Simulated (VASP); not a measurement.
# W in VASP: a series of runs

W is run at these levels: PBEsol; tasks: single point.

All numbers are computed with VASP 6.6.1; they aren't measurements. Logs are shortened: lines on timing, memory, paths and dates and some standing lists are left out, and cuts for length are marked.

### 1 The cell of the first run

It takes space group I4/mmm (No. 139, tetragonal). The conventional cell has a = 2.871 Å, b = 2.871 Å, c = 3.999 Å, α = 90.00°, β = 90.00°, γ = 90.00°. Within 3.8 Å of W (site symmetry 4/mmm) lie 12 W at 2.85 to 2.87 Å.

### 2 Single point, PBEsol (strain +0.000 along x and y, -0.015 along z)

Input file INCAR:

```
SYSTEM = W
  PREC = Accurate
  ENCUT = 520
  EDIFF = 1E-6
  ISMEAR = 0
  SIGMA = 0.15
  LREAL = .FALSE.
  LASPH = .TRUE.
  NELM = 100
  ALGO = Normal
  ISIF = 2
  LWAVE = .FALSE.
  LCHARG = .TRUE.
  GGA = PS
  LELF = .TRUE.
  LVHAR = .TRUE.
  NBANDS = 13
```

Input file KPOINTS:

```
Automatic mesh
0
G
  20 20 20
  0 0 0
```

Input file POSCAR:

```
W
1.0
    0.0000000000      2.0300000000      1.9995500000
    2.0300000000      0.0000000000      1.9995500000
    2.0300000000      2.0300000000      0.0000000000
W
1
Direct
    0.0000000000      0.0000000000      0.0000000000
```

Potentials or basis: VASP PAW PBE potentials, release 64 (W_sv).

Started as:

```console
> cat potpaw_PBE.64/W_sv/POTCAR > POTCAR
> mpirun -np 1 vasp_std > vasp.out
```

OUTCAR:

```text
SYSTEM = W
   PREC = Accurate
   ENCUT = 520
   EDIFF = 1E-6
   ISMEAR = 0
   LREAL = .FALSE.
   LASPH = .TRUE.
   NELM = 100
   ISIF = 2
   GGA = PS

 ion  position               nearest neighbor table
   1  0.000  0.000  0.000-

  LATTYP: Found a body centered tetragonal cell.
 ALAT       =     2.8708535316
 C/A-ratio  =     1.3930003589

  Lattice vectors:

 A1 = (   0.0000000000,  -2.0300000000,  -1.9995500000)
 A2 = (   0.0000000000,   2.0300000000,  -1.9995500000)
 A3 = (   2.0300000000,   0.0000000000,   1.9995500000)

Analysis of symmetry for initial positions (statically):
=====================================================================
 Subroutine PRICEL returns:
 Original cell was already a primitive cell.

 Routine SETGRP: Setting up the symmetry group for a
 body centered tetragonal supercell.

 Subroutine GETGRP returns: Found 16 space group operations
 (whereof 16 operations were pure point group operations)
 out of a pool of 16 trial point group operations.

The static configuration has the point symmetry D_4h.

Analysis of symmetry for dynamics (positions and initial velocities):
=====================================================================
 Subroutine PRICEL returns:
 Original cell was already a primitive cell.

 Routine SETGRP: Setting up the symmetry group for a
 body centered tetragonal supercell.

 Subroutine GETGRP returns: Found 16 space group operations
 (whereof 16 operations were pure point group operations)
 out of a pool of 16 trial point group operations.

The dynamic configuration has the point symmetry D_4h.

 Subroutine INISYM returns: Found 16 space group operations
 (whereof 16 operations are pure point group operations),
 and found     1 'primitive' translations

----------------------------------------------------------------------------------------

                                     Primitive cell

  volume of cell :      16.4799

  direct lattice vectors                    reciprocal lattice vectors
     0.000000000  2.030000000  1.999550000    -0.246305419  0.246305419  0.250056263
     2.030000000  0.000000000  1.999550000     0.246305419 -0.246305419  0.250056263
     2.030000000  2.030000000  0.000000000     0.246305419  0.246305419 -0.250056263

  length of vectors
     2.849403482  2.849403482  2.870853532     0.428789987  0.428789987  0.428789987

  position of ions in fractional coordinates (direct lattice)
     0.000000000  0.000000000  0.000000000

  ion indices of the primitive-cell ions
   primitive index   ion index
                 1           1

----------------------------------------------------------------------------------------

 KPOINTS: Automatic mesh

Automatic generation of k-mesh.
 Grid dimensions read from file:
 generate k-points for:   20   20   20

 Generating k-lattice:

  Cartesian coordinates                     Fractional coordinates (reciprocal lattice)
    -0.012315271  0.012315271  0.012502813     0.050000000 -0.000000000  0.000000000
     0.012315271 -0.012315271  0.012502813    -0.000000000  0.050000000  0.000000000
     0.012315271  0.012315271 -0.012502813     0.000000000  0.000000000  0.050000000

  Length of vectors
     0.021439499  0.021439499  0.021439499

  Shift w.r.t. Gamma in fractional coordinates (k-lattice)
     0.000000000  0.000000000  0.000000000

 Subroutine IBZKPT returns following result:
 ===========================================

 Found    641 irreducible k-points:

 Following reciprocal coordinates:
            Coordinates               Weight
  0.000000  0.000000  0.000000      1.000000
  0.050000  0.000000  0.000000      8.000000
  0.100000 -0.000000  0.000000      8.000000
  0.150000  0.000000  0.000000      8.000000
  0.200000 -0.000000  0.000000      8.000000
  0.250000  0.000000  0.000000      8.000000
[... 16 lines left out ...]
 -0.400000  0.050000  0.000000      8.000000
 -0.350000  0.050000  0.000000      8.000000
 [... further k-points ...]
   k-points           NKPTS =    641   k-points in BZ     NKDIM =    641   number of bands    NBANDS=     13
   number of dos      NEDOS =    301   number of ions     NIONS =      1
   total plane-waves  NPLWV =  13824
   dimension x,y,z NGX =    24 NGY =   24 NGZ =   24
   dimension x,y,z NGXF=    48 NGYF=   48 NGZF=   48
   ions per type =               1
   NGX,Y,Z   is equivalent  to a cutoff of  14.00, 14.00, 13.90 a.u.
   NGXF,Y,Z  is equivalent  to a cutoff of  28.01, 28.01, 27.80 a.u.
 SYSTEM =  W
   PREC   = accura    normal or accurate (medium, high low for compatibility)
   ISTART =      0    job   : 0-new  1-cont  2-samecut
   ICHARG =      2    charge: 1-file 2-atom 10-const
   ISPIN  =      1    spin polarized calculation?
   LNONCOLLINEAR =      F non collinear calculations
   LSORBIT =      F    spin-orbit coupling
   LASPH  =      T    aspherical Exc in radial PAW
   ENCUT  =  520.0 eV  38.22 Ry    6.18 a.u.   5.30  5.30  5.34*2*pi/ulx,y,z
   NELM   =    100;   NELMIN=  2; NELMDL= -5     # of ELM steps
   EDIFF  = 0.1E-05   stopping-criterion for ELM
   LREAL  =      F    real-space projection
   EDIFFG = 0.1E-04   stopping-criterion for IOM
   NSW    =      0    number of steps for IOM
   IBRION =     -1    ionic relax: 0-MD 1-quasi-New 2-CG
   NFREE  =      0    steps in history (QN), initial steepest desc. (CG)
   ISIF   =      2    stress and relaxation
   ISYM   =      2    0-nonsym 1-usesym 2-fastsym
   POTIM  = 0.5000    time-step for ionic-motion
   TEBEG  =    0.0;   TEEND  =   0.0 temperature during run
   PSTRESS=    0.0 pullay stress
   NELECT =      14.0000    total number of electrons
   NUPDOWN=      -1.0000    fix difference up-down
   EMIN   =  10.00;   EMAX   =-10.00  energy-range for DOS
   EFERMI =   0.00;   METHOD = LEGACY
   ISMEAR =     0;   SIGMA  =   0.15  broadening in eV -4-tet -1-fermi 0-gaus
   EFERMI_NEDOS =   21; number of points for ismear=-14 and -15
   IALGO  =     38    algorithm
   IMIX   =      4    mixing-type and parameters
     AMIX     =   0.40;   BMIX     =  1.00
     AMIX_MAG =   1.60;   BMIX_MAG =  1.00
  volume/ion in A,a.u.               =      16.48       111.21
  Fermi-wavevector in a.u.,A,eV,Ry     =   1.550480  2.929982 32.708230  2.403987
  Thomas-Fermi vector in A             =   2.655137
   LORBIT       =      0    0 simple, 1 ext, 2 COOP (PROOUT), +10 PAW based schemes
   GGA     = PS    functional components
   LHFCALC =     F    Hartree Fock is set to
   AEXX    =    0.0000 exact exchange contribution
   IVDW    =     0    specifies the selected vdW correction
   LEPSILON=     F    determine dielectric tensor
   LRPA    =     F    only Hartree local field effects (RPA)
 non-spin polarized calculation
 Gauss-broadening in eV      SIGMA  =   0.15
  energy-cutoff  :      520.00
  volume of cell :       16.48
 maximum number of plane-waves:       455
 NGX is ok and might be reduce to    24
   NGX = 11   NGY = 11   NGZ = 11

 number of electron      14.0000001 magnetization

 Free energy of the ion-electron system (eV)
  ---------------------------------------------------
  ext. energy  EPLUGINS =         0.00000000
  ---------------------------------------------------
  free energy    TOTEN  =       -13.30575122 eV

  energy without entropy =      -13.29062350  energy(sigma->0) =      -13.29818736

 E-fermi :  10.2648     XC(G=0): -13.5331

 val. band max:       10.2639159719   @ k =  -0.3500   0.1000   0.4500
 cond. band min:      10.2678839802   @ k =   0.4500   0.1500   0.1000
 fundamental gap:      0.0039680083
 Fermi energy:        10.2647948991

 k-point     1 :       0.0000    0.0000    0.0000
  band No.  band energies     occupation
      1     -63.3795      2.00000
      2     -27.0147      2.00000
      3     -27.0147      2.00000
      4     -27.0024      2.00000
      5       1.2773      2.00000
      6       9.6413      2.00000
      7       9.6413      2.00000
      8       9.8358      1.99995
      9      12.6543      0.00000
     10      12.9435      0.00000
     11      23.0878      0.00000
     12      28.0785      0.00000
     13      28.0785      0.00000

 k-point     2 :       0.0500    0.0000    0.0000
  band No.  band energies     occupation
      1     -63.3769      2.00000
      2     -27.0413      2.00000
      3     -27.0188      2.00000
      4     -27.0091      2.00000
      5       1.3874      2.00000
      6       9.5873      2.00000
      7       9.6930      2.00000
      8       9.8557      1.99989
      9      12.6094      0.00000
     10      12.8917      0.00000
     11      23.3104      0.00000
     12      27.6923      0.00000
     13      28.2830      0.00000

 k-point     3 :       0.1000   -0.0000    0.0000
  band No.  band energies     occupation
      1     -63.3695      2.00000
      2     -27.1263      2.00000
      3     -27.0307      2.00000
      4     -27.0200      2.00000
      5       1.7081      2.00000
      6       9.3810      2.00000
      7       9.8309      1.99996
      8       9.9744      1.99382
      9      12.5046      0.00000
     10      12.7646      0.00000
     11      23.9239      0.00000
     12      26.7058      0.00000
     13      28.8797      0.00000
[... 305 lines left out ...]
 k-point    23 :      -0.4000    0.0500    0.0000
  band No.  band energies     occupation
      1     -63.2807      2.00000
      2     -28.0650      2.00000
      3     -27.1665      2.00000
      4     -27.1655      2.00000
      5       4.7294      2.00000
      6       9.5275      2.00000
      7       9.5360      2.00000
      8      10.1634      1.66090
      9      14.5938      0.00000
     10      15.2065      0.00000
     11      21.0657      0.00000
     12      23.6748      0.00000
     13      29.3550      0.00000

 k-point    24 :      -0.3500    0.0500    0.0000
  band No.  band energies     occupation
      1     -63.2911      2.00000
      2     -27.9601      2.00000
      3     -27.1563      2.00000
      4     -27.1454      2.00000
      5       4.6005      2.00000
      6       9.3950      2.00000
      7       9.6822      2.00000
      8       9.7760      2.00000
      9      13.9078      0.00000
     10      14.7243      0.00000
     11      21.7553      0.00000
     12      24.8312      0.00000
     13      30.3012      0.00000

 [... further k-points ...]
[... 5 lines left out ...]
  --------------------------------------------------------------------------------------
  -------------------------------------------------------------------------------------
  Total       -0.6607964     -0.6607964     -1.2104407      0.0000000      0.0000000     -0.0000000
  in kB      -64.2427190    -64.2427190   -117.6792144      0.0000000      0.0000000     -0.0000000
  external PRESSURE =     -82.0548842 kB  Pullay stress =       0.0000000 kB

 VOLUME and BASIS-vectors are now :
 -----------------------------------------------------------------------------
  energy-cutoff  :      520.00
  volume of cell :       16.48
      direct lattice vectors                 reciprocal lattice vectors
     0.000000000  2.030000000  1.999550000    -0.246305419  0.246305419  0.250056263
     2.030000000  0.000000000  1.999550000     0.246305419 -0.246305419  0.250056263
     2.030000000  2.030000000  0.000000000     0.246305419  0.246305419 -0.250056263

 POSITION                                       TOTAL-FORCE (eV/Angst)
 -----------------------------------------------------------------------------------
      0.00000      0.00000      0.00000         0.000000     -0.000000      0.000000
 -----------------------------------------------------------------------------------
    total drift:                               -0.000000     -0.000000     -0.000000

  FREE ENERGIE OF THE ION-ELECTRON SYSTEM (eV)
  ---------------------------------------------------
  free  energy   TOTEN  =       -13.3057512176 eV

  energy  without entropy=      -13.2906234956  energy(sigma->0) =      -13.29818736
```

Run time: 3 min. Hardware: 1 thread of AMD EPYC 7R43 (Zen 3), shared host; peak memory 0.21 GiB.

What came out:

```
Free energy            : -13.3058 eV
Pressure               : -8.2 GPa
Band gap on the k mesh : zero (band 7 reaches 13.50 eV, above the bottom of band 8 at 9.73 eV)
```

Stress tensor (GPa, compression positive):
```
 -6.42   0.00   0.00
  0.00  -6.42   0.00
  0.00   0.00 -11.77
```

Caveat: the cell differs from its parent crystal (strain +0.000 along x and y, -0.015 along z); the PAW data sets were made with another functional, which shifts forces and pressure a little; spin-orbit coupling is left out, which moves the levels of the heavy elements.

(Continued in part 2 of 2.)
